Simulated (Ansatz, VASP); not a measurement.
## SnTe in VASP and in Ansatz

```xyz
4
Lattice="5.3158 0.0000 0.0000 -2.6579 4.6036 0.0000 0.0000 0.0000 6.4873" Properties=species:S:1:pos:R:3 pbc="T T T"
Sn    0.0000    3.0691   -0.3064
Sn    2.6579    1.5345    2.9372
Te    0.0000    3.0691    2.7391
Te    2.6579    1.5345    5.9828
```

Change from the starting cell: epitaxial_xy strain -1.5%.

Alike in both runs: task single point; functional PBE; k mesh 6 × 6 × 4; occupations fermi-dirac, width 0.02 eV; no spin polarisation.

|  | VASP | Ansatz |
| --- | --- | --- |
| version | VASP 6.6.1 | Ansatz 0.2.0 |
| potentials or method | VASP PAW PBE potentials, release 64 (Sn_d, Te) | plane waves, PAW |
| plane-wave cutoff (eV) | 500 | 420 |
| valence electrons in the cell | 40 | 60 |

```tsv
	VASP	Ansatz	Ansatz less VASP
pressure (GPa)	1.6	1.6	+0.01
traceless stress, the component that is largest in VASP (GPa)	-0.77	-0.78	-0.012
rms of the force components (eV/Å)	0.041	0.038	-0.0033
```

Atom by atom the forces differ by 0.003 eV/Å (rms over components). VASP's potentials hold 40 valence electrons a cell and Ansatz's 60, so a difference there can come from the potentials and not from the codes.

Neither program's run includes spin-orbit coupling.
